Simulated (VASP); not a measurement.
# Zn (P6_3/mmc) in VASP: notebook

Runs on Zn. Level: r2SCAN. Tasks: single point.

Everything below comes from runs of VASP 6.6.1. Logs are shortened: lines on timing, memory, paths and dates and some standing lists are left out, and cuts for length are marked.

## (1) The cell of the first run

It takes space group P6_3/mmc (No. 194, hexagonal). The conventional cell has a = 2.619 Å, b = 2.619 Å, c = 4.839 Å, α = 90.00°, β = 90.00°, γ = 120.00°. Within 3.5 Å of Zn (site symmetry -6m2) lie 12 Zn at 2.62 to 2.85 Å.

## (2) Single point, r2SCAN

POSCAR

```
Zn
1.0
    2.6187264646      0.0000000000      0.0000000000
   -1.3093632323      2.2678836439      0.0000000000
    0.0000000000      0.0000000000      4.8388970683
Zn
2
Direct
    0.3333333333      0.6666666667      0.2500000000
    0.6666666667      0.3333333333      0.7500000000
```

INCAR.step1

```
SYSTEM = Zn
ALGO = Normal
EDIFF = 1E-4
ENCUT = 520
GGA = PE
ISMEAR = 0
LASPH = .TRUE.
LCHARG = .FALSE.
LREAL = .FALSE.
LWAVE = .TRUE.
NBANDS = 19
NELM = 100
PREC = Accurate
SIGMA = 1.0
```

INCAR.step2

```
SYSTEM = Zn
ALGO = Normal
EDIFF = 1E-7
ENCUT = 520
ISIF = 2
ISMEAR = 0
ISTART = 1
LASPH = .TRUE.
LCHARG = .TRUE.
LELF = .TRUE.
LMIXTAU = .TRUE.
LREAL = .FALSE.
LVHAR = .TRUE.
LWAVE = .FALSE.
METAGGA = R2SCAN
NBANDS = 19
NELM = 100
PREC = Accurate
SIGMA = 1.0
```

KPOINTS

```
k-points
0
G
  14 14 7
  0 0 0
```

Potentials or basis: VASP PAW PBE potentials, release 64 (Zn).

Started as:

```console
cat potpaw_PBE.64/Zn/POTCAR > POTCAR
cp INCAR.step1 INCAR
mpirun -np 1 vasp_std > vasp.out
cp INCAR.step2 INCAR
mpirun -np 1 vasp_std > vasp.out
```

OUTCAR:

```text
SYSTEM = Zn
   EDIFF = 1E-7
   ENCUT = 520
   ISIF = 2
   ISMEAR = 0
   ISTART = 1
   LASPH = .TRUE.
   LREAL = .FALSE.
   METAGGA = R2SCAN
   NELM = 100
   PREC = Accurate

 ion  position               nearest neighbor table
   1  0.333  0.667  0.250-   2 2.85   2 2.85   2 2.85   2 2.85   2 2.85   2 2.85
   2  0.667  0.333  0.750-   1 2.85   1 2.85   1 2.85   1 2.85   1 2.85   1 2.85

  LATTYP: Found a hexagonal cell.
 ALAT       =     2.6187264646
 C/A-ratio  =     1.8478054633

  Lattice vectors:

 A1 = (   2.6187264646,   0.0000000000,   0.0000000000)
 A2 = (  -1.3093632323,   2.2678836439,   0.0000000000)
 A3 = (   0.0000000000,   0.0000000000,   4.8388970683)

Analysis of symmetry for initial positions (statically):
=====================================================================
 Subroutine PRICEL returns:
 Original cell was already a primitive cell.

 Routine SETGRP: Setting up the symmetry group for a
 hexagonal supercell.

 Subroutine GETGRP returns: Found 24 space group operations
 (whereof 12 operations were pure point group operations)
 out of a pool of 24 trial point group operations.

The static configuration has the point symmetry D_3d.
 The point group associated with its full space group is D_6h.

Analysis of symmetry for dynamics (positions and initial velocities):
=====================================================================
 Subroutine PRICEL returns:
 Original cell was already a primitive cell.

 Routine SETGRP: Setting up the symmetry group for a
 hexagonal supercell.

 Subroutine GETGRP returns: Found 24 space group operations
 (whereof 12 operations were pure point group operations)
 out of a pool of 24 trial point group operations.

The dynamic configuration has the point symmetry D_3d.
 The point group associated with its full space group is D_6h.

 Subroutine INISYM returns: Found 24 space group operations
 (whereof 12 operations are pure point group operations),
 and found     1 'primitive' translations

----------------------------------------------------------------------------------------

                                     Primitive cell

  volume of cell :      28.7380

  direct lattice vectors                    reciprocal lattice vectors
     2.618726465  0.000000000  0.000000000     0.381865007  0.220469865  0.000000000
    -1.309363232  2.267883644  0.000000000     0.000000000  0.440939729  0.000000000
     0.000000000  0.000000000  4.838897068     0.000000000  0.000000000  0.206658663

  length of vectors
     2.618726465  2.618726465  4.838897068     0.440939729  0.440939729  0.206658663

  position of ions in fractional coordinates (direct lattice)
     0.333333333  0.666666667  0.250000000
     0.666666667  0.333333333  0.750000000

  ion indices of the primitive-cell ions
   primitive index   ion index
                 1           1
                 2           2

----------------------------------------------------------------------------------------

 KPOINTS: k-points

Automatic generation of k-mesh.
 Grid dimensions read from file:
 generate k-points for:   14   14    7

 Generating k-lattice:

  Cartesian coordinates                     Fractional coordinates (reciprocal lattice)
     0.027276072  0.015747847  0.000000000     0.071428571  0.000000000  0.000000000
     0.000000000  0.031495695  0.000000000     0.000000000  0.071428571  0.000000000
     0.000000000  0.000000000  0.029522666     0.000000000  0.000000000  0.142857143

  Length of vectors
     0.031495695  0.031495695  0.029522666

  Shift w.r.t. Gamma in fractional coordinates (k-lattice)
     0.000000000  0.000000000  0.000000000

 Subroutine IBZKPT returns following result:
 ===========================================

 Found     96 irreducible k-points:

 Following reciprocal coordinates:
            Coordinates               Weight
  0.000000  0.000000  0.000000      1.000000
  0.071429 -0.000000  0.000000      6.000000
  0.142857  0.000000  0.000000      6.000000
  0.214286  0.000000  0.000000      6.000000
  0.285714  0.000000  0.000000      6.000000
  0.357143  0.000000  0.000000      6.000000
[... 16 lines left out ...]
  0.285714  0.285714  0.000000      6.000000
  0.357143  0.285714  0.000000      6.000000
 [... further k-points ...]
   k-points           NKPTS =     96   k-points in BZ     NKDIM =     96   number of bands    NBANDS=     19
   number of dos      NEDOS =    301   number of ions     NIONS =      2
   total plane-waves  NPLWV =  14400
   dimension x,y,z NGX =    20 NGY =   20 NGZ =   36
   dimension x,y,z NGXF=    40 NGYF=   40 NGZF=   72
   ions per type =               2
   NGX,Y,Z   is equivalent  to a cutoff of  12.70, 12.70, 12.37 a.u.
   NGXF,Y,Z  is equivalent  to a cutoff of  25.39, 25.39, 24.74 a.u.
 SYSTEM =  Zn
   PREC   = accura    normal or accurate (medium, high low for compatibility)
   ISTART =      1    job   : 0-new  1-cont  2-samecut
   ICHARG =      0    charge: 1-file 2-atom 10-const
   ISPIN  =      1    spin polarized calculation?
   LNONCOLLINEAR =      F non collinear calculations
   LSORBIT =      F    spin-orbit coupling
   LASPH  =      T    aspherical Exc in radial PAW
   ENCUT  =  520.0 eV  38.22 Ry    6.18 a.u.   4.87  4.87  9.00*2*pi/ulx,y,z
   NELM   =    100;   NELMIN=  2; NELMDL=  0     # of ELM steps
   EDIFF  = 0.1E-06   stopping-criterion for ELM
   LREAL  =      F    real-space projection
   EDIFFG = 0.1E-05   stopping-criterion for IOM
   NSW    =      0    number of steps for IOM
   IBRION =     -1    ionic relax: 0-MD 1-quasi-New 2-CG
   NFREE  =      0    steps in history (QN), initial steepest desc. (CG)
   ISIF   =      2    stress and relaxation
   ISYM   =      2    0-nonsym 1-usesym 2-fastsym
   POTIM  = 0.5000    time-step for ionic-motion
   TEBEG  =    0.0;   TEEND  =   0.0 temperature during run
   PSTRESS=    0.0 pullay stress
   NELECT =      24.0000    total number of electrons
   NUPDOWN=      -1.0000    fix difference up-down
   EMIN   =  10.00;   EMAX   =-10.00  energy-range for DOS
   EFERMI =   0.00;   METHOD = LEGACY
   ISMEAR =     0;   SIGMA  =   1.00  broadening in eV -4-tet -1-fermi 0-gaus
   EFERMI_NEDOS =   21; number of points for ismear=-14 and -15
   IALGO  =     38    algorithm
   IMIX   =      4    mixing-type and parameters
     AMIX     =   0.40;   BMIX     =  1.00
     AMIX_MAG =   1.60;   BMIX_MAG =  1.00
  volume/ion in A,a.u.               =      14.37        96.97
  Fermi-wavevector in a.u.,A,eV,Ry     =   1.541675  2.913343 32.337805  2.376762
  Thomas-Fermi vector in A             =   2.647587
   LORBIT       =      0    0 simple, 1 ext, 2 COOP (PROOUT), +10 PAW based schemes
   METAGGA = R2SCAN    functional components
   LHFCALC =     F    Hartree Fock is set to
   AEXX    =    0.0000 exact exchange contribution
   IVDW    =     0    specifies the selected vdW correction
   LEPSILON=     F    determine dielectric tensor
   LRPA    =     F    only Hartree local field effects (RPA)
 non-spin polarized calculation
 Gauss-broadening in eV      SIGMA  =   1.00
  energy-cutoff  :      520.00
  volume of cell :       28.74
 maximum number of plane-waves:       796
 NGX is ok and might be reduce to    20
   NGX =  9   NGY =  9   NGZ = 17

 number of electron      24.0000039 magnetization

 Free energy of the ion-electron system (eV)
  ---------------------------------------------------
  ext. energy  EPLUGINS =         0.00000000
  ---------------------------------------------------
  free energy    TOTEN  =       -17.90173095 eV

  energy without entropy =      -17.67766383  energy(sigma->0) =      -17.78969739

 E-fermi :   3.4097     XC(G=0): -12.9811

 val. band max:        3.2655186581   @ k =   0.2143   0.1429   0.0000
 cond. band min:       3.4331369129   @ k =   0.2143   0.0000   0.1429
 fundamental gap:      0.1676182548
 Fermi energy:         3.4096908323

 k-point     1 :       0.0000    0.0000    0.0000
  band No.  band energies     occupation
      1      -7.9480      2.00000
      2      -5.8330      2.00000
      3      -5.0008      2.00000
      4      -4.7445      2.00000
      5      -4.7444      2.00000
      6      -4.6857      2.00000
[... 11 lines left out ...]
     18      24.0479      0.00000
     19      24.1158      0.00000

 k-point     2 :       0.0714   -0.0000    0.0000
  band No.  band energies     occupation
      1      -7.7838      2.00000
      2      -5.7598      2.00000
      3      -4.9845      2.00000
      4      -4.7610      2.00000
      5      -4.7049      2.00000
      6      -4.7042      2.00000
[... 11 lines left out ...]
     18      22.8976      0.00000
     19      25.5859      0.00000

 k-point     3 :       0.1429    0.0000    0.0000
  band No.  band energies     occupation
      1      -7.3019      2.00000
      2      -5.5735      2.00000
      3      -4.9584      2.00000
      4      -4.7957      2.00000
      5      -4.7214      2.00000
      6      -4.5922      2.00000
[... 11 lines left out ...]
     18      21.5929      0.00000
     19      22.9967      0.00000

 k-point     4 :       0.2143    0.0000    0.0000
  band No.  band energies     occupation
      1      -6.5579      2.00000
      2      -5.3967      2.00000
      3      -4.9259      2.00000
      4      -4.8355      2.00000
      5      -4.7880      2.00000
      6      -4.6064      2.00000
[... 11 lines left out ...]
     18      20.3699      0.00000
     19      20.6793      0.00000

 k-point     5 :       0.2857    0.0000    0.0000
  band No.  band energies     occupation
      1      -5.8124      2.00000
      2      -5.3846      2.00000
      3      -5.0216      2.00000
      4      -4.8235      2.00000
      5      -4.7108      2.00000
      6      -4.5827      2.00000
[... 11 lines left out ...]
     18      19.6638      0.00000
     19      21.6584      0.00000
[... 334 lines left out ...]
      2      -5.1893      2.00000
      3      -5.1051      2.00000
      4      -4.7878      2.00000
      5      -4.7229      2.00000
      6      -4.6324      2.00000
[... 11 lines left out ...]
     18      14.2763      0.00000
     19      15.5123      0.00000

 k-point    22 :       0.3571    0.2143    0.0000
  band No.  band energies     occupation
      1      -5.2407      2.00000
      2      -5.2139      2.00000
      3      -5.1215      2.00000
      4      -4.7691      2.00000
      5      -4.7031      2.00000
      6      -4.6226      2.00000
[... 11 lines left out ...]
     18      13.9372      0.00000
     19      15.1609      0.00000

 k-point    23 :       0.2857    0.2857    0.0000
  band No.  band energies     occupation
      1      -5.1808      2.00000
      2      -5.0913      2.00000
      3      -5.0248      2.00000
      4      -4.7994      2.00000
      5      -4.7658      2.00000
      6      -4.6991      2.00000
[... 11 lines left out ...]
     18      11.9277      0.00000
     19      13.6570      0.00000

 k-point    24 :       0.3571    0.2857    0.0000
  band No.  band energies     occupation
      1      -5.1725      2.00000
      2      -5.0539      2.00000
      3      -4.9915      2.00000
      4      -4.7997      2.00000
      5      -4.7747      2.00000
      6      -4.7608      2.00000
[... 11 lines left out ...]
     18      11.5481      0.00000
     19      13.1727      0.00000

 [... further k-points ...]
[... 5 lines left out ...]
  --------------------------------------------------------------------------------------
  -------------------------------------------------------------------------------------
  Total        0.2567324      0.2567324      0.1552598      0.0000000     -0.0000000      0.0000000
  in kB       14.3131104     14.3131104      8.6558997      0.0000000     -0.0000000      0.0000000
  external PRESSURE =      12.4273735 kB  Pullay stress =       0.0000000 kB

 VOLUME and BASIS-vectors are now :
 -----------------------------------------------------------------------------
  energy-cutoff  :      520.00
  volume of cell :       28.74
      direct lattice vectors                 reciprocal lattice vectors
     2.618726465  0.000000000  0.000000000     0.381865007  0.220469865  0.000000000
    -1.309363232  2.267883644  0.000000000     0.000000000  0.440939729  0.000000000
     0.000000000  0.000000000  4.838897068     0.000000000  0.000000000  0.206658663

 POSITION                                       TOTAL-FORCE (eV/Angst)
 -----------------------------------------------------------------------------------
     -0.00000      1.51192      1.20972         0.000000      0.000000      0.000000
      1.30936      0.75596      3.62917        -0.000000     -0.000000      0.000000
 -----------------------------------------------------------------------------------
    total drift:                                0.000000     -0.000000      0.000000

  FREE ENERGIE OF THE ION-ELECTRON SYSTEM (eV)
  ---------------------------------------------------
  free  energy   TOTEN  =       -17.9017309462 eV

  energy  without entropy=      -17.6776638265  energy(sigma->0) =      -17.78969739
```

It took 3.2 min on 1 thread of Intel Xeon 6975P-C (Granite Rapids), shared host; peak memory 0.17 GiB.

Results:

```yaml
Free_energy: -17.9017 eV
Pressure: 1.2 GPa
Band_gap_on_the_k_mesh: zero (bands 12 and 13 overlap by 4.50 eV)
```

Stress tensor (GPa, compression positive):
```
1.43 0.00 0.00
0.00 1.43 0.00
0.00 0.00 0.87
```

Caveat: so wide a smearing shifts energies and pressures; the PAW data sets were made with another functional, which shifts forces and pressure a little.

## (3) Single point, r2SCAN

POSCAR is that of step 2.

INCAR.step1

```
PREC     = Accurate       # precision mode
ENCUT    = 520            # plane-wave cutoff, eV
ISMEAR   = 1              # smearing method
SIGMA    = 0.01           # smearing width, eV
LREAL    = False          # projectors in reciprocal space
LASPH    = True           # aspherical terms in the spheres
NELM     = 100            # most SCF steps
NBANDS   = 19             # bands
GGA      = PE             # functional
ALGO     = Normal         # electronic algorithm
EDIFF    = 1E-4           # SCF threshold, eV
LWAVE    = True           # write WAVECAR
LCHARG   = False          # write CHGCAR
```

INCAR.step2

```
PREC     = Accurate       # precision mode
ENCUT    = 520            # plane-wave cutoff, eV
EDIFF    = 1E-6           # SCF threshold, eV
ISMEAR   = 1              # smearing method
SIGMA    = 0.01           # smearing width, eV
LREAL    = False          # projectors in reciprocal space
LASPH    = True           # aspherical terms in the spheres
NELM     = 100            # most SCF steps
ALGO     = Normal         # electronic algorithm
ISIF     = 2              # what is computed and relaxed
LWAVE    = False          # write WAVECAR
LCHARG   = True           # write CHGCAR
METAGGA  = R2SCAN         # meta-GGA
LMIXTAU  = True         
LELF     = True           # ELF
LVHAR    = True         
NBANDS   = 19             # bands
ISTART   = 1
```

KPOINTS

```
regular mesh
0
Gamma
  14 14 7
```

Potentials or basis: VASP PAW PBE potentials, release 64 (Zn).

Started as:

```console
cat potpaw_PBE.64/Zn/POTCAR > POTCAR
cp INCAR.step1 INCAR
mpirun -np 1 vasp_std > vasp.out
cp INCAR.step2 INCAR
mpirun -np 1 vasp_std > vasp.out
```

It took 2.4 min on 1 thread of Intel Xeon 6975P-C (Granite Rapids), shared host; peak memory 0.17 GiB.

The run converged. Its results:

```
Free energy            : -17.7929 eV
Pressure               : 0.5 GPa
Band gap on the k mesh : zero (bands 12 and 13 overlap by 4.50 eV)
```

Stress tensor (GPa, compression positive):
```
 1.43  0.00  0.00
 0.00  1.43  0.00
 0.00  0.00 -1.36
```

Levels at points of the mesh, in eV from the Fermi level:
```tsv
k point	band 10	band 11	band 12	band 13	band 14	band 15
(0.00, 0.00, 0.00)	-7.36	-7.36	-3.96	-2.89	15.22	18.77
(0.50, 0.00, 0.00)	-7.14	-3.08	-2.17	3.14	3.94	4.96
```

Caveat: the PAW data sets were made with another functional, which shifts forces and pressure a little.

(Part 1 of 2 ends here.)
